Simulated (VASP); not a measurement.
# WS2 in VASP: further runs

Runs on WS2. Level: PBE. Tasks: single point.

All numbers are computed with VASP 6.6.1; they aren't measurements. Logs are shortened: lines on timing, memory, paths and dates and some standing lists are left out, and cuts for length are marked.

## Step 1: The cell of the first run

Symmetry: P4/mmm, No. 123, tetragonal system. Conventional cell: a = 3.451 Å, b = 3.451 Å, c = 10.899 Å, α = 90.00°, β = 90.00°, γ = 90.00°. Within 4.5 Å of W (site symmetry 4/mmm) lie 4 W at 3.45 Å. S (site symmetry 4mm) has 1 S at 1.84 Å within 2.4 Å.

## Step 2: Single point, PBE (volume scaled by 1.04)

Contents of INCAR:

```
SYSTEM = WS2
ALGO = Normal
EDIFF = 1E-6
ENCUT = 520
GGA = PE
ISIF = 2
ISMEAR = -1
LASPH = .TRUE.
LCHARG = .TRUE.
LELF = .TRUE.
LREAL = .FALSE.
LVHAR = .TRUE.
LWAVE = .FALSE.
NBANDS = 20
NELM = 60
PREC = Accurate
SIGMA = 0.05
```

Contents of KPOINTS:

```
k-points
0
G
  8 8 3
  0 0 0
```

Contents of POSCAR:

```
WS2
1.0
    3.4510389005      0.0000000000      0.0000000000
    0.0000000000      3.4510389005      0.0000000000
    0.0000000000      0.0000000000     10.8988431605
W S
1 2
Direct
    0.5000000000      0.5000000000      0.5000000000
    0.5000000000      0.5000000000      0.9155235500
    0.5000000000      0.5000000000      0.0844764500
```

Potentials or basis: VASP PAW PBE potentials, release 64 (W_sv, S).

On the command line:

```console
cat potpaw_PBE.64/W_sv/POTCAR potpaw_PBE.64/S/POTCAR > POTCAR
mpirun -np 1 vasp_std > vasp.out
```

OUTCAR:

```text
SYSTEM = WS2
   EDIFF = 1E-6
   ENCUT = 520
   GGA = PE
   ISIF = 2
   ISMEAR = -1
   LASPH = .TRUE.
   LREAL = .FALSE.
   NELM = 60
   PREC = Accurate

 ion  position               nearest neighbor table
   1  0.500  0.500  0.500-
   2  0.500  0.500  0.916-   3 1.84
   3  0.500  0.500  0.084-   2 1.84

  LATTYP: Found a simple tetragonal cell.
 ALAT       =     3.4510389005
 C/A-ratio  =     3.1581339633

  Lattice vectors:

 A1 = (   3.4510389005,   0.0000000000,   0.0000000000)
 A2 = (   0.0000000000,   3.4510389005,   0.0000000000)
 A3 = (   0.0000000000,   0.0000000000,  10.8988431605)

Analysis of symmetry for initial positions (statically):
=====================================================================
 Subroutine PRICEL returns:
 Original cell was already a primitive cell.

 Routine SETGRP: Setting up the symmetry group for a
 simple tetragonal supercell.

 Subroutine GETGRP returns: Found 16 space group operations
 (whereof 16 operations were pure point group operations)
 out of a pool of 16 trial point group operations.

The static configuration has the point symmetry D_4h.

Analysis of symmetry for dynamics (positions and initial velocities):
=====================================================================
 Subroutine PRICEL returns:
 Original cell was already a primitive cell.

 Routine SETGRP: Setting up the symmetry group for a
 simple tetragonal supercell.

 Subroutine GETGRP returns: Found 16 space group operations
 (whereof 16 operations were pure point group operations)
 out of a pool of 16 trial point group operations.

The dynamic configuration has the point symmetry D_4h.

 Subroutine INISYM returns: Found 16 space group operations
 (whereof 16 operations are pure point group operations),
 and found     1 'primitive' translations

----------------------------------------------------------------------------------------

                                     Primitive cell

  volume of cell :     129.8016

  direct lattice vectors                    reciprocal lattice vectors
     3.451038900  0.000000000  0.000000000     0.289767815  0.000000000  0.000000000
     0.000000000  3.451038900  0.000000000     0.000000000  0.289767815  0.000000000
     0.000000000  0.000000000 10.898843161     0.000000000  0.000000000  0.091752857

  length of vectors
     3.451038900  3.451038900 10.898843161     0.289767815  0.289767815  0.091752857

  position of ions in fractional coordinates (direct lattice)
     0.500000000  0.500000000  0.500000000
     0.500000000  0.500000000  0.915523550
     0.500000000  0.500000000  0.084476450

  ion indices of the primitive-cell ions
   primitive index   ion index
                 1           1
                 2           2
                 3           3

----------------------------------------------------------------------------------------

 KPOINTS: k-points

Automatic generation of k-mesh.
 Grid dimensions read from file:
 generate k-points for:    8    8    3

 Generating k-lattice:

  Cartesian coordinates                     Fractional coordinates (reciprocal lattice)
     0.036220977  0.000000000  0.000000000     0.125000000  0.000000000  0.000000000
     0.000000000  0.036220977  0.000000000     0.000000000  0.125000000  0.000000000
     0.000000000  0.000000000  0.030584286     0.000000000  0.000000000  0.333333333

  Length of vectors
     0.036220977  0.036220977  0.030584286

  Shift w.r.t. Gamma in fractional coordinates (k-lattice)
     0.000000000  0.000000000  0.000000000

 Subroutine IBZKPT returns following result:
 ===========================================

 Found     30 irreducible k-points:

 Following reciprocal coordinates:
            Coordinates               Weight
  0.000000  0.000000  0.000000      1.000000
  0.125000  0.000000  0.000000      4.000000
  0.250000  0.000000  0.000000      4.000000
  0.375000  0.000000  0.000000      4.000000
  0.500000  0.000000  0.000000      2.000000
  0.125000  0.125000  0.000000      4.000000
[... 16 lines left out ...]
  0.375000  0.125000  0.333333     16.000000
  0.500000  0.125000  0.333333      8.000000
 [... further k-points ...]
   k-points           NKPTS =     30   k-points in BZ     NKDIM =     30   number of bands    NBANDS=     20
   number of dos      NEDOS =    301   number of ions     NIONS =      3
   total plane-waves  NPLWV =  65856
   dimension x,y,z NGX =    28 NGY =   28 NGZ =   84
   dimension x,y,z NGXF=    56 NGYF=   56 NGZF=  168
   ions per type =               1   2
   NGX,Y,Z   is equivalent  to a cutoff of  13.49, 13.49, 12.81 a.u.
   NGXF,Y,Z  is equivalent  to a cutoff of  26.98, 26.98, 25.63 a.u.
 SYSTEM =  WS2
   PREC   = accura    normal or accurate (medium, high low for compatibility)
   ISTART =      0    job   : 0-new  1-cont  2-samecut
   ICHARG =      2    charge: 1-file 2-atom 10-const
   ISPIN  =      1    spin polarized calculation?
   LNONCOLLINEAR =      F non collinear calculations
   LSORBIT =      F    spin-orbit coupling
   LASPH  =      T    aspherical Exc in radial PAW
   ENCUT  =  520.0 eV  38.22 Ry    6.18 a.u.   6.42  6.42 20.26*2*pi/ulx,y,z
   NELM   =     60;   NELMIN=  2; NELMDL= -5     # of ELM steps
   EDIFF  = 0.1E-05   stopping-criterion for ELM
   LREAL  =      F    real-space projection
   EDIFFG = 0.1E-04   stopping-criterion for IOM
   NSW    =      0    number of steps for IOM
   IBRION =     -1    ionic relax: 0-MD 1-quasi-New 2-CG
   NFREE  =      0    steps in history (QN), initial steepest desc. (CG)
   ISIF   =      2    stress and relaxation
   ISYM   =      2    0-nonsym 1-usesym 2-fastsym
   POTIM  = 0.5000    time-step for ionic-motion
   TEBEG  =    0.0;   TEEND  =   0.0 temperature during run
   PSTRESS=    0.0 pullay stress
   NELECT =      26.0000    total number of electrons
   NUPDOWN=      -1.0000    fix difference up-down
   EMIN   =  10.00;   EMAX   =-10.00  energy-range for DOS
   EFERMI =   0.00;   METHOD = LEGACY
   ISMEAR =    -1;   SIGMA  =   0.05  broadening in eV -4-tet -1-fermi 0-gaus
   EFERMI_NEDOS =   21; number of points for ismear=-14 and -15
   IALGO  =     38    algorithm
   IMIX   =      4    mixing-type and parameters
     AMIX     =   0.40;   BMIX     =  1.00
     AMIX_MAG =   1.60;   BMIX_MAG =  1.00
  volume/ion in A,a.u.               =      43.27       291.98
  Fermi-wavevector in a.u.,A,eV,Ry     =   0.957869  1.810109 12.483511  0.917512
  Thomas-Fermi vector in A             =   2.086925
   LORBIT       =      0    0 simple, 1 ext, 2 COOP (PROOUT), +10 PAW based schemes
   GGA     = PE    functional components
   LHFCALC =     F    Hartree Fock is set to
   AEXX    =    0.0000 exact exchange contribution
   IVDW    =     0    specifies the selected vdW correction
   LEPSILON=     F    determine dielectric tensor
   LRPA    =     F    only Hartree local field effects (RPA)
 non-spin polarized calculation
  energy-cutoff  :      520.00
  volume of cell :      129.80
 maximum number of plane-waves:      3519
 NGX is ok and might be reduce to    28
   NGX = 13   NGY = 13   NGZ = 41

 number of electron      26.0000007 magnetization

 Free energy of the ion-electron system (eV)
  ---------------------------------------------------
  ext. energy  EPLUGINS =         0.00000000
  ---------------------------------------------------
  free energy    TOTEN  =       -13.10430531 eV

  energy without entropy =      -13.03426919  energy(sigma->0) =      -13.06928725

 E-fermi :   0.1587     XC(G=0):  -6.9965

 val. band max:        0.1458289199   @ k =   0.2500   0.1250   0.0000
 cond. band min:       0.1799901850   @ k =   0.2500   0.2500   0.0000
 fundamental gap:      0.0341612651
 Fermi energy:         0.1587412907

 k-point     1 :       0.0000    0.0000    0.0000
  band No.  band energies     occupation
      1     -74.3842      2.00000
      2     -38.5662      2.00000
      3     -38.3763      2.00000
      4     -38.3763      2.00000
      5     -16.1724      2.00000
      6     -10.2952      2.00000
[... 12 lines left out ...]
     19       4.9023      0.00000
     20       5.0089      0.00000

 k-point     2 :       0.1250    0.0000    0.0000
  band No.  band energies     occupation
      1     -74.3839      2.00000
      2     -38.5653      2.00000
      3     -38.3870      2.00000
      4     -38.3755      2.00000
      5     -16.1283      2.00000
      6     -10.2331      2.00000
[... 12 lines left out ...]
     19       5.0518      0.00000
     20       5.4576      0.00000

 k-point     3 :       0.2500    0.0000    0.0000
  band No.  band energies     occupation
      1     -74.3831      2.00000
      2     -38.5631      2.00000
      3     -38.4126      2.00000
      4     -38.3736      2.00000
      5     -16.0184      2.00000
      6     -10.0751      2.00000
[... 12 lines left out ...]
     19       5.4161      0.00000
     20       6.1413      0.00000

 k-point     4 :       0.3750    0.0000    0.0000
  band No.  band energies     occupation
      1     -74.3824      2.00000
      2     -38.5610      2.00000
      3     -38.4381      2.00000
      4     -38.3717      2.00000
      5     -15.9028      2.00000
      6      -9.9040      2.00000
[... 12 lines left out ...]
     19       4.3412      0.00000
     20       5.8246      0.00000

 k-point     5 :       0.5000    0.0000    0.0000
  band No.  band energies     occupation
      1     -74.3821      2.00000
      2     -38.5601      2.00000
      3     -38.4486      2.00000
      4     -38.3709      2.00000
      5     -15.8531      2.00000
      6      -9.8287      2.00000
[... 12 lines left out ...]
     19       3.8083      0.00000
     20       6.0579      0.00000
[... 353 lines left out ...]
      6     -10.1717      2.00000
[... 12 lines left out ...]
     19       4.4588      0.00000
     20       5.9795      0.00000

 k-point    22 :       0.2500    0.1250    0.3333
  band No.  band energies     occupation
      1     -74.3828      2.00000
      2     -38.5623      2.00000
      3     -38.4117      2.00000
      4     -38.3842      2.00000
      5     -15.9758      2.00000
      6     -10.0150      2.00000
[... 12 lines left out ...]
     19       4.7734      0.00000
     20       6.6859      0.00000

 k-point    23 :       0.3750    0.1250    0.3333
  band No.  band energies     occupation
      1     -74.3821      2.00000
      2     -38.5602      2.00000
      3     -38.4372      2.00000
      4     -38.3822      2.00000
      5     -15.8614      2.00000
      6      -9.8455      2.00000
[... 12 lines left out ...]
     19       4.6179      0.00000
     20       5.2040      0.00000

 k-point    24 :       0.5000    0.1250    0.3333
  band No.  band energies     occupation
      1     -74.3818      2.00000
      2     -38.5593      2.00000
      3     -38.4477      2.00000
      4     -38.3814      2.00000
      5     -15.8123      2.00000
      6      -9.7709      2.00000
[... 12 lines left out ...]
     19       4.5037      0.00000
     20       5.5429      0.00000

 [... further k-points ...]

------------------------ aborting loop because EDIFF is reached ----------------------------------------

  FORCE on cell =-STRESS in cart. coord.  units (eV):
  Direction    XX          YY          ZZ          XY          YZ          ZX
  --------------------------------------------------------------------------------------
  -------------------------------------------------------------------------------------
  Total       -9.4972763     -9.4972763      3.0982863      0.0000000     -0.0000000     -0.0000000
  in kB     -117.2275104   -117.2275104     38.2430056      0.0000000     -0.0000000     -0.0000000
  external PRESSURE =     -65.4040051 kB  Pullay stress =       0.0000000 kB

 VOLUME and BASIS-vectors are now :
 -----------------------------------------------------------------------------
  energy-cutoff  :      520.00
  volume of cell :      129.80
      direct lattice vectors                 reciprocal lattice vectors
     3.451038900  0.000000000  0.000000000     0.289767815  0.000000000  0.000000000
     0.000000000  3.451038900  0.000000000     0.000000000  0.289767815  0.000000000
     0.000000000  0.000000000 10.898843161     0.000000000  0.000000000  0.091752857

 POSITION                                       TOTAL-FORCE (eV/Angst)
 -----------------------------------------------------------------------------------
      1.72552      1.72552      5.44942         0.000000      0.000000      0.000000
      1.72552      1.72552      9.97815        -0.000000     -0.000000     -1.824388
      1.72552      1.72552      0.92070         0.000000     -0.000000      1.824388
 -----------------------------------------------------------------------------------
    total drift:                                0.000000      0.000000      0.000000

  FREE ENERGIE OF THE ION-ELECTRON SYSTEM (eV)
  ---------------------------------------------------
  free  energy   TOTEN  =       -13.1043053065 eV

  energy  without entropy=      -13.0342691913  energy(sigma->0) =      -13.06928725
```

Run time: 2.6 min. Hardware: 1 thread of Intel Xeon 8259CL, shared host; peak memory 0.27 GiB.

What came out:

```yaml
Free_energy: -13.1043 eV
Pressure: -6.5 GPa
Largest_force: 1.824 eV/Å
Band_gap_on_the_k_mesh: zero (band 13 reaches 1.06 eV, above the bottom of band 14 at -0.11 eV)
```

Forces on the atoms (eV/Å):
```
W    0.000  0.000  0.000
S    0.000  0.000 -1.824
S    0.000  0.000  1.824
```

Stress tensor (GPa, compression positive):
```
-11.72   0.00   0.00
  0.00 -11.72   0.00
  0.00   0.00   3.82
```

Caveat: spin-orbit coupling is left out, which moves the levels of the heavy elements; forces of over 1 eV/Å act on the atoms, so gaps and moduli don't describe the material at rest.

## Step 3: Single point, PBE (volume scaled by 1.06)

Contents of INCAR:

```
SYSTEM = WS2
PREC = Accurate ; ENCUT = 520
EDIFF = 1E-7 ; ISMEAR = -1
SIGMA = 0.05 ; LREAL = .FALSE.
LASPH = .TRUE. ; NELM = 60
ALGO = Normal ; ISIF = 2
LWAVE = .FALSE. ; LCHARG = .FALSE.
GGA = PE ; NBANDS = 20
```

Contents of KPOINTS:

```
regular mesh
0
G
  8 8 3
  0 0 0
```

Contents of POSCAR:

```
WS2
1.0
    3.4730206327      0.0000000000      0.0000000000
    0.0000000000      3.4730206327      0.0000000000
    0.0000000000      0.0000000000     10.9682644153
W S
1 2
Direct
    0.5000000000      0.5000000000      0.5000000000
    0.5000000000      0.5000000000      0.9155235500
    0.5000000000      0.5000000000      0.0844764500
```

Potentials or basis: VASP PAW PBE potentials, release 64 (W_sv, S).

On the command line:

```console
cat potpaw_PBE.64/W_sv/POTCAR potpaw_PBE.64/S/POTCAR > POTCAR
mpirun -np 1 vasp_std > vasp.out
```

It took 2.6 min on 1 thread of Intel Xeon 8259CL, shared host; peak memory 0.27 GiB.

It converged, with:

```yaml
Free_energy: -13.0015 eV
Pressure: -6.7 GPa
Largest_force: 1.395 eV/Å
Band_gap_on_the_k_mesh: zero (band 13 reaches 0.92 eV, above the bottom of band 14 at -0.21 eV)
```

Forces in eV/Å, atoms in the order of the input:
```
W    0.000  0.000  0.000
S    0.000  0.000 -1.395
S    0.000  0.000  1.395
```

Stress tensor (GPa, compression positive):
```
-11.44   0.00   0.00
  0.00 -11.44   0.00
  0.00   0.00   2.81
```

Levels at points of the mesh, in eV from the Fermi level:
| k point | band 10 | band 11 | band 12 | band 13 | band 14 | band 15 | band 16 | band 17 |
| --- | --- | --- | --- | --- | --- | --- | --- | --- |
| (0.00, 0.00, 0.00) | -2.73 | -1.19 | -0.27 | 0.86 | 0.86 | 1.11 | 1.11 | 1.43 |
| (0.50, 0.00, 0.00) | -1.84 | -1.30 | -0.61 | 0.06 | 0.59 | 1.00 | 1.17 | 1.37 |
| (0.50, 0.50, 0.00) | -1.19 | -0.77 | -0.77 | -0.25 | -0.25 | 0.35 | 2.26 | 3.68 |

Caveat: spin-orbit coupling is left out, which moves the levels of the heavy elements; forces of over 1 eV/Å act on the atoms, so gaps and moduli don't describe the material at rest.

## Step 4: Single point, PBE (atoms moved at random)

Contents of INCAR:

```
SYSTEM = WS2
PREC = Accurate
ENCUT = 520
EDIFF = 1E-6
ISMEAR = -1
SIGMA = 0.05
LREAL = .FALSE.
LASPH = .TRUE.
NELM = 60
ALGO = Normal
ISIF = 2
LWAVE = .FALSE.
LCHARG = .FALSE.
GGA = PE
NBANDS = 20
```

KPOINTS is that of step 3.

Contents of POSCAR:

```
WS2
1.0
    3.4062151400      0.0000000000      0.0000000000
    0.0000000000      3.4062151400      0.0000000000
    0.0000000000      0.0000000000     10.7572837200
W S
1 2
Direct
    0.4863780000      0.5006850000      0.5001560000
    0.4950540000      0.4962770000      0.9176050000
    0.5074490000      0.5039300000      0.0824350000
```

On the command line:

```console
cat potpaw_PBE.64/W_sv/POTCAR potpaw_PBE.64/S/POTCAR > POTCAR
mpirun -np 1 vasp_std > vasp.out
```

It took 6.8 min on 1 thread of Intel Xeon 8259CL, shared host; peak memory 0.39 GiB.

It converged, with:

```yaml
Free_energy: -13.1352 eV
Pressure: -4.7 GPa
Largest_force: 4.850 eV/Å
Band_gap_on_the_k_mesh: zero (band 13 reaches 1.40 eV, above the bottom of band 14 at 0.16 eV)
```

Forces in eV/Å, atoms in the order of the input:
```
W   -0.002  0.000  0.000
S   -0.042 -0.026 -4.849
S    0.043  0.026  4.849
```

Stress tensor (GPa, compression positive):
```
-12.37   0.00   0.08
  0.00 -12.38   0.05
  0.08   0.05  10.72
```

Levels at points of the mesh, in eV from the Fermi level:
```tsv
k point	band 9	band 10	band 11	band 12	band 13	band 14	band 15	band 16	band 17	band 18
(0.00, 0.00, 0.00)	-3.19	-3.19	-1.27	-0.30	0.96	0.96	1.23	1.24	1.37	1.69
(0.50, 0.00, 0.00)	-2.90	-1.89	-1.44	-0.67	0.07	0.67	1.11	1.15	1.53	3.11
(0.00, 0.50, 0.00)	-2.90	-1.89	-1.44	-0.67	0.07	0.67	1.11	1.15	1.53	3.11
(0.50, 0.50, 0.00)	-4.47	-1.30	-0.84	-0.84	-0.27	-0.27	0.41	2.50	3.83	3.83
```

Caveat: the cell differs from its parent crystal (atoms moved at random); spin-orbit coupling is left out, which moves the levels of the heavy elements; forces of over 1 eV/Å act on the atoms, so gaps and moduli don't describe the material at rest.

## Step 5: Summary

| cell | gap on the mesh (eV) | pressure (GPa) | largest force (eV/Å) |
| --- | --- | --- | --- |
| a = 3.451, b = 3.451, c = 10.899 Å, 3 atoms | none | -6.5 | 1.82 |
| a = 3.473, b = 3.473, c = 10.968 Å, 3 atoms | none | -6.7 | 1.40 |
| a = 3.406, b = 3.406, c = 10.757 Å, 3 atoms | none | -4.7 | 4.85 |

Alike in all rows: task single point; level PBE; potentials or basis VASP PAW PBE potentials, release 64 (W_sv, S); no spin polarisation; k mesh 8 × 8 × 3; cutoff (eV) 520; smearing fermi-dirac 0.05 eV.

Caveats: spin-orbit coupling is left out, which moves the levels of the heavy elements; forces of over 1 eV/Å act on the atoms, so gaps and moduli don't describe the material at rest.

Absolute energies hang on the potentials; compare differences alone.
